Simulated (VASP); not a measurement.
# Ba3TeC3 (Pm-3m) in VASP: relaxation of cell and atoms with PBE

Aim: the relaxation of cell and atoms of Ba3TeC3 with PBE.

Everything below comes from runs of VASP 6.6.1. Logs are shortened: lines on timing, memory, paths and dates and some standing lists are left out, and cuts for length are marked.

## 1. The cell of the first run

It takes space group Pm-3m (No. 221, cubic). Conventional cell: a = 5.716 Å, b = 5.716 Å, c = 5.716 Å, α = 90.00°, β = 90.00°, γ = 90.00°. Within 3.8 Å of Ba (site symmetry 4/mmm) lie 2 Te at 2.86 Å and 4 C at 2.86 Å. Within 3.8 Å of Te (site symmetry m-3m) lie 6 Ba at 2.86 Å. C (site symmetry 4/mmm) has 4 Ba at 2.86 Å within 3.8 Å.

The cell was built from a structure type or drawn by symmetry, and may not be a known phase.

## 2. Relaxation of cell and atoms, PBE

The input, INCAR:

```
SYSTEM = Ba3TeC3
PREC = Accurate
ENCUT = 600
EDIFF = 1E-6
ISMEAR = 0
SIGMA = 0.1
LREAL = .FALSE.
LASPH = .TRUE.
NELM = 100
ALGO = Fast
ISIF = 3
LWAVE = .FALSE.
LCHARG = .FALSE.
GGA = PE
IBRION = 2
NSW = 90
EDIFFG = -0.04
```

The input, KPOINTS:

```
Automatic mesh
0
G
  4 4 4
  0 0 0
```

The input, POSCAR:

```
Ba3TeC3
1.0
    5.7163331400      0.0000000000      0.0000000000
    0.0000000000      5.7163331400      0.0000000000
    0.0000000000      0.0000000000      5.7163331400
Ba Te C
3 1 3
Direct
    0.5000000000      0.5000000000      0.0000000000
    0.0000000000      0.5000000000      0.5000000000
    0.5000000000      0.0000000000      0.5000000000
    0.5000000000      0.5000000000      0.5000000000
    0.5000000000      0.0000000000      0.0000000000
    0.0000000000      0.5000000000      0.0000000000
    0.0000000000      0.0000000000      0.5000000000
```

Potentials or basis: VASP PAW PBE potentials, release 64 (Ba_sv, Te, C).

On the command line:

```console
$ cat potpaw_PBE.64/Ba_sv/POTCAR potpaw_PBE.64/Te/POTCAR potpaw_PBE.64/C/POTCAR > POTCAR
$ mpirun -np 1 vasp_std > vasp.out
```

OUTCAR:

```text
SYSTEM = Ba3TeC3
   PREC = Accurate
   ENCUT = 600
   EDIFF = 1E-6
   ISMEAR = 0
   LREAL = .FALSE.
   LASPH = .TRUE.
   NELM = 100
   ISIF = 3
   GGA = PE
   IBRION = 2
   NSW = 90
   EDIFFG = -0.04

 ion  position               nearest neighbor table
   1  0.500  0.500  0.000-   4 2.86   5 2.86   6 2.86   4 2.86   5 2.86   6 2.86   3 4.04   3 4.04
                             3 4.04   2 4.04   3 4.04   2 4.04   2 4.04   2 4.04
   2  0.000  0.500  0.500-   4 2.86   6 2.86   7 2.86   6 2.86   7 2.86   4 2.86   3 4.04   3 4.04
                             1 4.04   1 4.04   3 4.04   1 4.04   1 4.04   3 4.04
   3  0.500  0.000  0.500-   4 2.86   5 2.86   7 2.86   5 2.86   4 2.86   7 2.86   2 4.04   1 4.04
                             2 4.04   1 4.04   1 4.04   2 4.04   1 4.04   2 4.04
   4  0.500  0.500  0.500-   1 2.86   2 2.86   3 2.86   1 2.86   3 2.86   2 2.86
   5  0.500  0.000  0.000-   1 2.86   3 2.86   3 2.86   1 2.86
   6  0.000  0.500  0.000-   1 2.86   2 2.86   2 2.86   1 2.86
   7  0.000  0.000  0.500-   2 2.86   3 2.86   2 2.86   3 2.86

  LATTYP: Found a simple cubic cell.
 ALAT       =     5.7163331400

  Lattice vectors:

 A1 = (   5.7163331400,   0.0000000000,   0.0000000000)
 A2 = (   0.0000000000,   5.7163331400,   0.0000000000)
 A3 = (   0.0000000000,   0.0000000000,   5.7163331400)

Analysis of symmetry for initial positions (statically):
=====================================================================
 Subroutine PRICEL returns:
 Original cell was already a primitive cell.

 Routine SETGRP: Setting up the symmetry group for a
 simple cubic supercell.

 Subroutine GETGRP returns: Found 48 space group operations
 (whereof 48 operations were pure point group operations)
 out of a pool of 48 trial point group operations.

The static configuration has the point symmetry O_h .

Analysis of symmetry for dynamics (positions and initial velocities):
=====================================================================
 Subroutine PRICEL returns:
 Original cell was already a primitive cell.

 Routine SETGRP: Setting up the symmetry group for a
 simple cubic supercell.

 Subroutine GETGRP returns: Found 48 space group operations
 (whereof 48 operations were pure point group operations)
 out of a pool of 48 trial point group operations.

The dynamic configuration has the point symmetry O_h .

 Subroutine INISYM returns: Found 48 space group operations
 (whereof 48 operations are pure point group operations),
 and found     1 'primitive' translations

----------------------------------------------------------------------------------------

                                     Primitive cell

  volume of cell :     186.7896

  direct lattice vectors                    reciprocal lattice vectors
     5.716333140  0.000000000  0.000000000     0.174937320  0.000000000  0.000000000
     0.000000000  5.716333140  0.000000000     0.000000000  0.174937320  0.000000000
     0.000000000  0.000000000  5.716333140     0.000000000  0.000000000  0.174937320

  length of vectors
     5.716333140  5.716333140  5.716333140     0.174937320  0.174937320  0.174937320

  position of ions in fractional coordinates (direct lattice)
     0.500000000  0.500000000  0.000000000
     0.000000000  0.500000000  0.500000000
     0.500000000  0.000000000  0.500000000
     0.500000000  0.500000000  0.500000000
     0.500000000  0.000000000  0.000000000
     0.000000000  0.500000000  0.000000000
     0.000000000  0.000000000  0.500000000

  ion indices of the primitive-cell ions
   primitive index   ion index
                 1           1
                 2           2
                 3           3
                 4           4
                 5           5
                 6           6
                 7           7

----------------------------------------------------------------------------------------

 KPOINTS: Automatic mesh

Automatic generation of k-mesh.
 Grid dimensions read from file:
 generate k-points for:    4    4    4

 Generating k-lattice:

  Cartesian coordinates                     Fractional coordinates (reciprocal lattice)
     0.043734330  0.000000000  0.000000000     0.250000000  0.000000000  0.000000000
     0.000000000  0.043734330  0.000000000     0.000000000  0.250000000  0.000000000
     0.000000000  0.000000000  0.043734330     0.000000000  0.000000000  0.250000000

  Length of vectors
     0.043734330  0.043734330  0.043734330

  Shift w.r.t. Gamma in fractional coordinates (k-lattice)
     0.000000000  0.000000000  0.000000000

 Subroutine IBZKPT returns following result:
 ===========================================

 Found     10 irreducible k-points:

 Following reciprocal coordinates:
            Coordinates               Weight
  0.000000  0.000000  0.000000      1.000000
  0.250000  0.000000  0.000000      6.000000
  0.500000  0.000000  0.000000      3.000000
  0.250000  0.250000  0.000000     12.000000
  0.500000  0.250000  0.000000     12.000000
  0.500000  0.500000  0.000000      3.000000
  0.250000  0.250000  0.250000      8.000000
  0.500000  0.250000  0.250000     12.000000
  0.500000  0.500000  0.250000      6.000000
  0.500000  0.500000  0.500000      1.000000
   k-points           NKPTS =     10   k-points in BZ     NKDIM =     10   number of bands    NBANDS=     28
   number of dos      NEDOS =    301   number of ions     NIONS =      7
   total plane-waves  NPLWV = 110592
   dimension x,y,z NGX =    48 NGY =   48 NGZ =   48
   dimension x,y,z NGXF=    96 NGYF=   96 NGZF=   96
   ions per type =               3   1   3
   NGX,Y,Z   is equivalent  to a cutoff of  13.96, 13.96, 13.96 a.u.
   NGXF,Y,Z  is equivalent  to a cutoff of  27.92, 27.92, 27.92 a.u.
 SYSTEM =  Ba3TeC3
   PREC   = accura    normal or accurate (medium, high low for compatibility)
   ISTART =      0    job   : 0-new  1-cont  2-samecut
   ICHARG =      2    charge: 1-file 2-atom 10-const
   ISPIN  =      1    spin polarized calculation?
   LNONCOLLINEAR =      F non collinear calculations
   LSORBIT =      F    spin-orbit coupling
   LASPH  =      T    aspherical Exc in radial PAW
   ENCUT  =  600.0 eV  44.10 Ry    6.64 a.u.  11.42 11.42 11.42*2*pi/ulx,y,z
   NELM   =    100;   NELMIN=  2; NELMDL= -5     # of ELM steps
   EDIFF  = 0.1E-05   stopping-criterion for ELM
   LREAL  =      F    real-space projection
   EDIFFG = -.4E-01   stopping-criterion for IOM
   NSW    =     90    number of steps for IOM
   IBRION =      2    ionic relax: 0-MD 1-quasi-New 2-CG
   NFREE  =      1    steps in history (QN), initial steepest desc. (CG)
   ISIF   =      3    stress and relaxation
   ISYM   =      2    0-nonsym 1-usesym 2-fastsym
   POTIM  = 0.5000    time-step for ionic-motion
   TEBEG  =    0.0;   TEEND  =   0.0 temperature during run
   PSTRESS=    0.0 pullay stress
   NELECT =      48.0000    total number of electrons
   NUPDOWN=      -1.0000    fix difference up-down
   EMIN   =  10.00;   EMAX   =-10.00  energy-range for DOS
   EFERMI =   0.00;   METHOD = LEGACY
   ISMEAR =     0;   SIGMA  =   0.10  broadening in eV -4-tet -1-fermi 0-gaus
   EFERMI_NEDOS =   21; number of points for ismear=-14 and -15
   IALGO  =     68    algorithm
   IMIX   =      4    mixing-type and parameters
     AMIX     =   0.40;   BMIX     =  1.00
     AMIX_MAG =   1.60;   BMIX_MAG =  1.00
  volume/ion in A,a.u.               =      26.68       180.07
  Fermi-wavevector in a.u.,A,eV,Ry     =   1.040809  1.966844 14.738966  1.083283
  Thomas-Fermi vector in A             =   2.175401
   LORBIT       =      0    0 simple, 1 ext, 2 COOP (PROOUT), +10 PAW based schemes
   GGA     = PE    functional components
   LHFCALC =     F    Hartree Fock is set to
   AEXX    =    0.0000 exact exchange contribution
   IVDW    =     0    specifies the selected vdW correction
   LEPSILON=     F    determine dielectric tensor
   LRPA    =     F    only Hartree local field effects (RPA)
 conjugate gradient relaxation of ions
 non-spin polarized calculation
 RMM-DIIS sequential band-by-band and
 Gauss-broadening in eV      SIGMA  =   0.10
  energy-cutoff  :      600.00
  volume of cell :      186.79
 maximum number of plane-waves:      6302
 NGX is ok and might be reduce to    48
   NGX = 23   NGY = 23   NGZ = 23

--------------------------------------- Ionic step        1  -------------------------------------------

 number of electron      47.9999999 magnetization

 Free energy of the ion-electron system (eV)
  ---------------------------------------------------
  ext. energy  EPLUGINS =         0.00000000
  ---------------------------------------------------
  free energy    TOTEN  =       -20.72205208 eV

  energy without entropy =      -20.62768790  energy(sigma->0) =      -20.67486999

 E-fermi :   2.2237     XC(G=0):  -8.9253

 val. band max:        2.1872596067   @ k =   0.2500   0.2500   0.2500
 cond. band min:       2.2315100205   @ k =   0.2500   0.2500   0.0000
 fundamental gap:      0.0442504138
 Fermi energy:         2.2236708289

 k-point     1 :       0.0000    0.0000    0.0000
  band No.  band energies     occupation
      1     -24.1271      2.00000
      2     -23.8971      2.00000
      3     -23.8971      2.00000
      4     -10.4787      2.00000
      5     -10.4787      2.00000
      6     -10.4787      2.00000
[... 378 lines left out ...]
  energy  without entropy=      -24.0646468673  energy(sigma->0) =      -24.12091475

--------------------------------------- Ionic step        3  -------------------------------------------

 number of electron      47.9999997 magnetization

 Free energy of the ion-electron system (eV)
  ---------------------------------------------------
  ext. energy  EPLUGINS =         0.00000000
  ---------------------------------------------------
  free energy    TOTEN  =       -24.22562093 eV

  energy without entropy =      -24.11523996  energy(sigma->0) =      -24.17043045

 E-fermi :   0.6321     XC(G=0):  -7.5162

 val. band max:        0.6111110012   @ k =   0.5000   0.2500   0.0000
 cond. band min:       0.6413472631   @ k =   0.2500   0.2500   0.0000
 fundamental gap:      0.0302362619
 Fermi energy:         0.6320736474

 k-point     1 :       0.0000    0.0000    0.0000
  band No.  band energies     occupation
      1     -26.4403      2.00000
      2     -26.3982      2.00000
      3     -26.3982      2.00000
      4     -11.9789      2.00000
      5     -11.9789      2.00000
      6     -11.9789      2.00000
[... 333 lines left out ...]
  FREE ENERGIE OF THE ION-ELECTRON SYSTEM (eV)
  ---------------------------------------------------
  free  energy   TOTEN  =       -24.2256209294 eV

  energy  without entropy=      -24.1152399606  energy(sigma->0) =      -24.17043045

 reached required accuracy - stopping structural energy minimisation
```

Run time: 4.8 min. Hardware: 1 thread of Intel Xeon Platinum 8488C (Sapphire Rapids), shared host; peak memory 0.37 GiB.

What came out:

| Property | Result |
| --- | --- |
| Free energy | -24.2256 eV |
| Relaxed volume | 38.04 Å³/atom |
| Relaxed cell | a = 6.434 Å, b = 6.434 Å, c = 6.434 Å, α = 90.00°, β = 90.00°, γ = 90.00° |
| Space group after relaxing (to 0.1 Å) | Pm-3m (No. 221) |
| Energy gained by relaxing | 500.5 meV/atom |
| Ionic steps | 3 |
| Pressure after relaxing | 0.1 GPa |
| Band gap on the k mesh | zero (bands 24 and 25 overlap by 0.89 eV) |

The path:
```csv
step,energy change (eV),largest force (eV/Å),pressure (GPa),volume (Å³)
1,0.0000,0.0000,18.04,186.79
2,-3.4551,0.0000,-1.14,280.35
3,-3.5036,0.0000,0.09,266.29
```

Final structure:
```cif
data_structure
_symmetry_space_group_name_H-M 'P 1'
_symmetry_Int_Tables_number 1
_cell_length_a 6.4336
_cell_length_b 6.4336
_cell_length_c 6.4336
_cell_angle_alpha 90.000
_cell_angle_beta 90.000
_cell_angle_gamma 90.000
_cell_volume 266.29
loop_
_atom_site_label
_atom_site_type_symbol
_atom_site_fract_x
_atom_site_fract_y
_atom_site_fract_z
_atom_site_occupancy
Ba1 Ba 0.50000 0.50000 0.00000 1
Ba2 Ba 0.00000 0.50000 0.50000 1
Ba3 Ba 0.50000 0.00000 0.50000 1
Te1 Te 0.50000 0.50000 0.50000 1
C1 C 0.50000 0.00000 0.00000 1
C2 C 0.00000 0.50000 0.00000 1
C3 C 0.00000 0.00000 0.50000 1
```

Caveat: the volume moved by over 15 % at a fixed basis, so the end points are rough; spin-orbit coupling is left out, which moves the levels of the heavy elements.
